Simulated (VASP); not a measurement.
# SbRh3N4 (P-43m) in VASP: notebook

The runs below take SbRh3N4 through single point, relaxation of cell and atoms, with PBEsol.

All numbers are computed with VASP 6.6.1; they aren't measurements. Logs are shortened: lines on timing, memory, paths and dates and some standing lists are left out, and cuts for length are marked.

## 1. The cell of the first run

Symmetry: P-43m, No. 215, cubic system. Conventional cell: a = 5.143 Å, b = 5.143 Å, c = 5.143 Å, α = 90.00°, β = 90.00°, γ = 90.00°. Within 2.7 Å of Sb (site symmetry -43m) lie 4 N at 2.06 Å and 6 Rh at 2.57 Å. Within 2.9 Å of Rh (site symmetry -42m) lie 4 N at 2.18 Å and 2 Sb at 2.57 Å. N (site symmetry 3m) has 1 Sb at 2.06 Å and 3 Rh at 2.18 Å within 2.7 Å.

## 2. Single point, PBEsol

INCAR reads:

```
  PREC = Accurate
  ENCUT = 520
  EDIFF = 1E-7
  ISMEAR = -1
  SIGMA = 0.03
  LREAL = F
  LASPH = T
  NELM = 100
  ALGO = Normal
  ISIF = 2
  LWAVE = F
  LCHARG = F
  GGA = PS
  NBANDS = 45
```

KPOINTS reads:

```
Automatic mesh
0
Gamma
  6 6 6
```

POSCAR reads:

```
SbRh3N4
1.0
    5.1434285821      0.0000000000      0.0000000000
    0.0000000000      5.1434285821      0.0000000000
    0.0000000000      0.0000000000      5.1434285821
Sb Rh N
1 3 4
Direct
    0.0000000000      0.0000000000      0.0000000000
    0.0000000000      0.5000000000      0.0000000000
    0.0000000000      0.0000000000      0.5000000000
    0.5000000000      0.0000000000      0.0000000000
    0.7691222541      0.2308777459      0.7691222541
    0.2308777459      0.7691222541      0.7691222541
    0.7691222541      0.7691222541      0.2308777459
    0.2308777459      0.2308777459      0.2308777459
```

Potentials or basis: VASP PAW PBE potentials, release 64 (Sb, Rh_pv, N).

The run is started by

```bash
cat potpaw_PBE.64/Sb/POTCAR potpaw_PBE.64/Rh_pv/POTCAR potpaw_PBE.64/N/POTCAR > POTCAR
mpirun -np 1 vasp_std > vasp.out
```

OUTCAR:

```text
PREC = Accurate
   ENCUT = 520
   EDIFF = 1E-7
   ISMEAR = -1
   LREAL = F
   LASPH = T
   NELM = 100
   ISIF = 2
   GGA = PS

 ion  position               nearest neighbor table
   1  0.000  0.000  0.000-   5 2.06   6 2.06   7 2.06   8 2.06   3 2.57   4 2.57   2 2.57   3 2.57
                             2 2.57   4 2.57
   2  0.000  0.500  0.000-   5 2.18   6 2.18   7 2.18   8 2.18   1 2.57   1 2.57
   3  0.000  0.000  0.500-   5 2.18   6 2.18   7 2.18   8 2.18   1 2.57   1 2.57
   4  0.500  0.000  0.000-   5 2.18   6 2.18   7 2.18   8 2.18   1 2.57   1 2.57
   5  0.769  0.231  0.769-   1 2.06   2 2.18   3 2.18   4 2.18
   6  0.231  0.769  0.769-   1 2.06   2 2.18   3 2.18   4 2.18
   7  0.769  0.769  0.231-   1 2.06   2 2.18   3 2.18   4 2.18
   8  0.231  0.231  0.231-   1 2.06   2 2.18   3 2.18   4 2.18

  LATTYP: Found a simple cubic cell.
 ALAT       =     5.1434285821

  Lattice vectors:

 A1 = (   5.1434285821,   0.0000000000,   0.0000000000)
 A2 = (   0.0000000000,   5.1434285821,   0.0000000000)
 A3 = (   0.0000000000,   0.0000000000,   5.1434285821)

Analysis of symmetry for initial positions (statically):
=====================================================================
 Subroutine PRICEL returns:
 Original cell was already a primitive cell.

 Routine SETGRP: Setting up the symmetry group for a
 simple cubic supercell.

 Subroutine GETGRP returns: Found 24 space group operations
 (whereof 24 operations were pure point group operations)
 out of a pool of 48 trial point group operations.

The static configuration has the point symmetry T_d .

Analysis of symmetry for dynamics (positions and initial velocities):
=====================================================================
 Subroutine PRICEL returns:
 Original cell was already a primitive cell.

 Routine SETGRP: Setting up the symmetry group for a
 simple cubic supercell.

 Subroutine GETGRP returns: Found 24 space group operations
 (whereof 24 operations were pure point group operations)
 out of a pool of 48 trial point group operations.

The dynamic configuration has the point symmetry T_d .

 Subroutine INISYM returns: Found 24 space group operations
 (whereof 24 operations are pure point group operations),
 and found     1 'primitive' translations

----------------------------------------------------------------------------------------

                                     Primitive cell

  volume of cell :     136.0687

  direct lattice vectors                    reciprocal lattice vectors
     5.143428582  0.000000000  0.000000000     0.194422842  0.000000000  0.000000000
     0.000000000  5.143428582  0.000000000     0.000000000  0.194422842  0.000000000
     0.000000000  0.000000000  5.143428582     0.000000000  0.000000000  0.194422842

  length of vectors
     5.143428582  5.143428582  5.143428582     0.194422842  0.194422842  0.194422842

  position of ions in fractional coordinates (direct lattice)
     0.000000000  0.000000000  0.000000000
     0.000000000  0.500000000  0.000000000
     0.000000000  0.000000000  0.500000000
     0.500000000  0.000000000  0.000000000
     0.769122254  0.230877746  0.769122254
     0.230877746  0.769122254  0.769122254
     0.769122254  0.769122254  0.230877746
     0.230877746  0.230877746  0.230877746

  ion indices of the primitive-cell ions
   primitive index   ion index
                 1           1
                 2           2
                 3           3
                 4           4
                 5           5
                 6           6
                 7           7
                 8           8

----------------------------------------------------------------------------------------

 KPOINTS: Automatic mesh

Automatic generation of k-mesh.
 Grid dimensions read from file:
 generate k-points for:    6    6    6

 Generating k-lattice:

  Cartesian coordinates                     Fractional coordinates (reciprocal lattice)
     0.032403807  0.000000000  0.000000000     0.166666667  0.000000000  0.000000000
     0.000000000  0.032403807  0.000000000     0.000000000  0.166666667  0.000000000
     0.000000000  0.000000000  0.032403807     0.000000000  0.000000000  0.166666667

  Length of vectors
     0.032403807  0.032403807  0.032403807

  Shift w.r.t. Gamma in fractional coordinates (k-lattice)
     0.000000000  0.000000000  0.000000000

 Subroutine IBZKPT returns following result:
 ===========================================

 Found     20 irreducible k-points:

 Following reciprocal coordinates:
            Coordinates               Weight
  0.000000  0.000000  0.000000      1.000000
  0.166667  0.000000  0.000000      6.000000
  0.333333  0.000000  0.000000      6.000000
  0.500000  0.000000  0.000000      3.000000
  0.166667  0.166667  0.000000     12.000000
  0.333333  0.166667  0.000000     24.000000
[... 12 lines left out ...]
  0.500000  0.500000  0.333333      6.000000
  0.500000  0.500000  0.500000      1.000000
   k-points           NKPTS =     20   k-points in BZ     NKDIM =     20   number of bands    NBANDS=     45
   number of dos      NEDOS =    301   number of ions     NIONS =      8
   total plane-waves  NPLWV =  64000
   dimension x,y,z NGX =    40 NGY =   40 NGZ =   40
   dimension x,y,z NGXF=    80 NGYF=   80 NGZF=   80
   ions per type =               1   3   4
   NGX,Y,Z   is equivalent  to a cutoff of  12.93, 12.93, 12.93 a.u.
   NGXF,Y,Z  is equivalent  to a cutoff of  25.86, 25.86, 25.86 a.u.
 SYSTEM =  unknown system
   PREC   = accura    normal or accurate (medium, high low for compatibility)
   ISTART =      0    job   : 0-new  1-cont  2-samecut
   ICHARG =      2    charge: 1-file 2-atom 10-const
   ISPIN  =      1    spin polarized calculation?
   LNONCOLLINEAR =      F non collinear calculations
   LSORBIT =      F    spin-orbit coupling
   LASPH  =      T    aspherical Exc in radial PAW
   ENCUT  =  520.0 eV  38.22 Ry    6.18 a.u.   9.56  9.56  9.56*2*pi/ulx,y,z
   NELM   =    100;   NELMIN=  2; NELMDL= -5     # of ELM steps
   EDIFF  = 0.1E-06   stopping-criterion for ELM
   LREAL  =      F    real-space projection
   EDIFFG = 0.1E-05   stopping-criterion for IOM
   NSW    =      0    number of steps for IOM
   IBRION =     -1    ionic relax: 0-MD 1-quasi-New 2-CG
   NFREE  =      0    steps in history (QN), initial steepest desc. (CG)
   ISIF   =      2    stress and relaxation
   ISYM   =      2    0-nonsym 1-usesym 2-fastsym
   POTIM  = 0.5000    time-step for ionic-motion
   TEBEG  =    0.0;   TEEND  =   0.0 temperature during run
   PSTRESS=    0.0 pullay stress
   NELECT =      70.0000    total number of electrons
   NUPDOWN=      -1.0000    fix difference up-down
   EMIN   =  10.00;   EMAX   =-10.00  energy-range for DOS
   EFERMI =   0.00;   METHOD = LEGACY
   ISMEAR =    -1;   SIGMA  =   0.03  broadening in eV -4-tet -1-fermi 0-gaus
   EFERMI_NEDOS =   21; number of points for ismear=-14 and -15
   IALGO  =     38    algorithm
   IMIX   =      4    mixing-type and parameters
     AMIX     =   0.40;   BMIX     =  1.00
     AMIX_MAG =   1.60;   BMIX_MAG =  1.00
  volume/ion in A,a.u.               =      17.01       114.78
  Fermi-wavevector in a.u.,A,eV,Ry     =   1.311761  2.478869 23.411784  1.720718
  Thomas-Fermi vector in A             =   2.442200
   LORBIT       =      0    0 simple, 1 ext, 2 COOP (PROOUT), +10 PAW based schemes
   GGA     = PS    functional components
   LHFCALC =     F    Hartree Fock is set to
   AEXX    =    0.0000 exact exchange contribution
   IVDW    =     0    specifies the selected vdW correction
   LEPSILON=     F    determine dielectric tensor
   LRPA    =     F    only Hartree local field effects (RPA)
 non-spin polarized calculation
  energy-cutoff  :      520.00
  volume of cell :      136.07
 maximum number of plane-waves:      3743
 NGX is ok and might be reduce to    40
   NGX = 19   NGY = 19   NGZ = 19

 number of electron      70.0000041 magnetization

 Free energy of the ion-electron system (eV)
  ---------------------------------------------------
  ext. energy  EPLUGINS =         0.00000000
  ---------------------------------------------------
  free energy    TOTEN  =       -50.80544860 eV

  energy without entropy =      -50.77993705  energy(sigma->0) =      -50.79269283

 E-fermi :   4.6743     XC(G=0): -10.0944

 val. band max:        4.6654907361   @ k =   0.3333   0.3333   0.1667
 cond. band min:       4.7084920570   @ k =   0.3333   0.0000   0.0000
 fundamental gap:      0.0430013210
 Fermi energy:         4.6742912666

 k-point     1 :       0.0000    0.0000    0.0000
  band No.  band energies     occupation
      1     -41.9586      2.00000
      2     -41.9586      2.00000
      3     -41.9586      2.00000
      4     -41.6563      2.00000
      5     -41.6563      2.00000
      6     -41.6563      2.00000
[... 37 lines left out ...]
     44       9.1286      0.00000
     45       9.7183      0.00000

 k-point     2 :       0.1667    0.0000    0.0000
  band No.  band energies     occupation
      1     -41.9585      2.00000
      2     -41.9585      2.00000
      3     -41.9575      2.00000
      4     -41.6564      2.00000
      5     -41.6562      2.00000
      6     -41.6562      2.00000
[... 37 lines left out ...]
     44       9.2765      0.00000
     45       9.9701      0.00000

 k-point     3 :       0.3333    0.0000    0.0000
  band No.  band energies     occupation
      1     -41.9584      2.00000
      2     -41.9584      2.00000
      3     -41.9554      2.00000
      4     -41.6567      2.00000
      5     -41.6561      2.00000
      6     -41.6561      2.00000
[... 805 lines left out ...]
     44       9.2086      0.00000
     45      11.4006      0.00000

 k-point    20 :       0.5000    0.5000    0.5000
  band No.  band energies     occupation
      1     -41.9835      2.00000
      2     -41.9398      2.00000
      3     -41.9398      2.00000
      4     -41.6632      2.00000
      5     -41.6632      2.00000
      6     -41.6632      2.00000
[... 37 lines left out ...]
     44       9.2023      0.00000
     45      11.4928      0.00000

------------------------ aborting loop because EDIFF is reached ----------------------------------------

  FORCE on cell =-STRESS in cart. coord.  units (eV):
  Direction    XX          YY          ZZ          XY          YZ          ZX
  --------------------------------------------------------------------------------------
  -------------------------------------------------------------------------------------
  Total        0.2488623      0.2488623      0.2488623      0.0000000      0.0000000      0.0000000
  in kB        2.9302960      2.9302960      2.9302960      0.0000000      0.0000000      0.0000000
  external PRESSURE =       2.9302960 kB  Pullay stress =       0.0000000 kB

 VOLUME and BASIS-vectors are now :
 -----------------------------------------------------------------------------
  energy-cutoff  :      520.00
  volume of cell :      136.07
      direct lattice vectors                 reciprocal lattice vectors
     5.143428582  0.000000000  0.000000000     0.194422842  0.000000000  0.000000000
     0.000000000  5.143428582  0.000000000     0.000000000  0.194422842  0.000000000
     0.000000000  0.000000000  5.143428582     0.000000000  0.000000000  0.194422842

 POSITION                                       TOTAL-FORCE (eV/Angst)
 -----------------------------------------------------------------------------------
      0.00000      0.00000      0.00000         0.000000     -0.000000     -0.000000
      0.00000      2.57171      0.00000         0.000000     -0.000000     -0.000000
      0.00000      0.00000      2.57171         0.000000     -0.000000     -0.000000
      2.57171      0.00000      0.00000         0.000000     -0.000000     -0.000000
      3.95593      1.18750      3.95593        -0.078527      0.078527     -0.078527
      1.18750      3.95593      3.95593         0.078527     -0.078527     -0.078527
      3.95593      3.95593      1.18750        -0.078527     -0.078527      0.078527
      1.18750      1.18750      1.18750         0.078527      0.078527      0.078527
 -----------------------------------------------------------------------------------
    total drift:                               -0.000000     -0.000000      0.000000

  FREE ENERGIE OF THE ION-ELECTRON SYSTEM (eV)
  ---------------------------------------------------
  free  energy   TOTEN  =       -50.8054486029 eV

  energy  without entropy=      -50.7799370518  energy(sigma->0) =      -50.79269283
```

It took 1.9 min on 1 thread of Intel Xeon Platinum 8259CL at 2.50GHz (Skylake/Cascade Lake), shared host; peak memory 0.3 GiB.

Results:

```yaml
Free_energy: -50.8054 eV
Pressure: 0.3 GPa
Largest_force: 0.136 eV/Å
Band_gap_on_the_k_mesh: zero (band 35 reaches 4.76 eV, above the bottom of band 36 at 4.42 eV)
```

Forces on the atoms (eV/Å):
```
Sb   0.000  0.000  0.000
Rh   0.000  0.000  0.000
Rh   0.000  0.000  0.000
Rh   0.000  0.000  0.000
N   -0.079  0.079 -0.079
N    0.079 -0.079 -0.079
N   -0.079 -0.079  0.079
N    0.079  0.079  0.079
```

Caveat: the PAW data sets were made with another functional, which shifts forces and pressure a little; spin-orbit coupling is left out, which moves the levels of the heavy elements.

## 3. Relaxation of cell and atoms, PBEsol

This run uses another cell than the first one, of 10.24 Å³/atom, 0.602 times its volume.

INCAR reads:

```
  PREC = Accurate
  ENCUT = 600
  EDIFF = 1E-7
  ISMEAR = -1
  SIGMA = 0.03
  LREAL = F
  LASPH = T
  NELM = 60
  ALGO = Normal
  ISIF = 3
  LWAVE = F
  LCHARG = F
  GGA = PS
  IBRION = 2
  NSW = 100
  EDIFFG = -0.01
```

KPOINTS reads:

```
regular mesh
0
Gamma
  6 6 6
```

POSCAR reads:

```
SbRh3N4
1.0
    4.3432330000      0.0000000000      0.0000000000
    0.0000000000      4.3432330000      0.0000000000
    0.0000000000      0.0000000000      4.3432330000
Sb Rh N
1 3 4
Direct
    0.0000000000      0.0000000000      0.0000000000
    0.0000000000      0.5000000000      0.0000000000
    0.0000000000      0.0000000000      0.5000000000
    0.5000000000      0.0000000000      0.0000000000
    0.7629189000      0.2370811000      0.7629189000
    0.2370811000      0.7629189000      0.7629189000
    0.7629189000      0.7629189000      0.2370811000
    0.2370811000      0.2370811000      0.2370811000
```

Potentials or basis: VASP PAW PBE potentials, release 64 (Sb, Rh_pv, N).

The run is started by

```bash
cat potpaw_PBE.64/Sb/POTCAR potpaw_PBE.64/Rh_pv/POTCAR potpaw_PBE.64/N/POTCAR > POTCAR
mpirun -np 1 vasp_std > vasp.out
```

Wall time 18 min (1 thread of Intel Xeon Platinum 8259CL at 2.50GHz (Skylake/Cascade Lake), shared host); peak memory 0.26 GiB.

The run converged. Its results:

```
Free energy                            : -50.6955 eV
Relaxed volume                         : 16.69 Å³/atom
Relaxed cell                           : a = 5.111 Å, b = 5.111 Å, c = 5.111 Å, α = 90.00°, β = 90.00°, γ = 90.00°
Space group after relaxing (to 0.05 Å) : P-43m (No. 215)
Energy gained by relaxing              : 2472.8 meV/atom
Ionic steps                            : 18
Pressure after relaxing                : 0.0 GPa
Band gap on the k mesh                 : zero (band 35 reaches 4.99 eV, above the bottom of band 36 at 4.60 eV)
```

Forces on the atoms (eV/Å):
```
Sb   0.000  0.000  0.000
Rh   0.000  0.000  0.000
Rh   0.000  0.000  0.000
Rh   0.000  0.000  0.000
N    0.001 -0.001  0.001
N   -0.001  0.001  0.001
N    0.001  0.001 -0.001
N   -0.001 -0.001 -0.001
```

The path:
| step | energy change (eV) | largest force (eV/Å) | pressure (GPa) | volume (Å³) |
| --- | --- | --- | --- | --- |
| 1 | 0.0000 | 13.5610 | 196.83 | 81.93 |
| 2 | 20.4483 | 0.5895 | -24.99 | 339.98 |
| 3 | 2.7241 | 2.4743 | -26.93 | 234.12 |
| 4 | -7.5112 | 2.9582 | -29.62 | 183.67 |
| 5 | -18.3359 | 1.7658 | -13.20 | 126.04 |
| 6 | -18.5653 | 0.2318 | 18.47 | 106.37 |
| 7 | -18.9909 | 0.9427 | -0.67 | 115.80 |
| 8 | -19.0035 | 0.8155 | 1.34 | 114.57 |
| 9 | -19.0026 | 0.7372 | 2.57 | 113.84 |
| 10 | -19.1234 | 0.7127 | 1.18 | 116.03 |
| 11 | -19.3894 | 0.7561 | -1.91 | 122.77 |
| 12 | -19.7046 | 0.6091 | -4.71 | 137.02 |
| 13 | -19.7663 | 0.0866 | -1.99 | 136.42 |
| 14 | -19.7684 | 0.0367 | -1.38 | 136.29 |
| 15 | -19.7746 | 0.0207 | -1.05 | 135.57 |
| 16 | -19.7820 | 0.0166 | -0.12 | 133.58 |
| 17 | -19.7820 | 0.0176 | -0.09 | 133.53 |
| 18 | -19.7820 | 0.0024 | -0.01 | 133.51 |

Final structure:
```cif
data_structure
_symmetry_space_group_name_H-M 'P 1'
_symmetry_Int_Tables_number 1
_cell_length_a 5.1109
_cell_length_b 5.1109
_cell_length_c 5.1109
_cell_angle_alpha 90.000
_cell_angle_beta 90.000
_cell_angle_gamma 90.000
_cell_volume 133.51
loop_
_atom_site_label
_atom_site_type_symbol
_atom_site_fract_x
_atom_site_fract_y
_atom_site_fract_z
_atom_site_occupancy
Sb1 Sb 0.00000 0.00000 0.00000 1
Rh1 Rh 0.00000 0.50000 0.00000 1
Rh2 Rh 0.00000 0.00000 0.50000 1
Rh3 Rh 0.50000 0.00000 0.00000 1
N1 N 0.76604 0.23396 0.76604 1
N2 N 0.23396 0.76604 0.76604 1
N3 N 0.76604 0.76604 0.23396 1
N4 N 0.23396 0.23396 0.23396 1
```

Levels at points of the mesh, in eV from the Fermi level:
```csv
k point,band 31,band 32,band 33,band 34,band 35,band 36,band 37,band 38,band 39,band 40
"(0.00, 0.00, 0.00)",-1.22,-0.97,-0.97,-0.38,-0.28,-0.28,-0.28,0.35,1.93,1.93
"(0.50, 0.00, 0.00)",-1.17,-1.12,-0.87,-0.02,-0.02,0.37,0.53,0.67,1.33,1.33
"(0.50, 0.50, 0.00)",-1.24,-1.17,-0.28,-0.15,0.11,0.11,0.62,0.62,1.03,1.48
"(0.50, 0.50, 0.50)",-1.53,-0.80,-0.34,-0.34,-0.34,0.48,0.48,1.43,1.76,1.76
```

Caveat: the volume moved by over 15 % at a fixed basis, so the end points are rough; the PAW data sets were made with another functional, which shifts forces and pressure a little; spin-orbit coupling is left out, which moves the levels of the heavy elements.
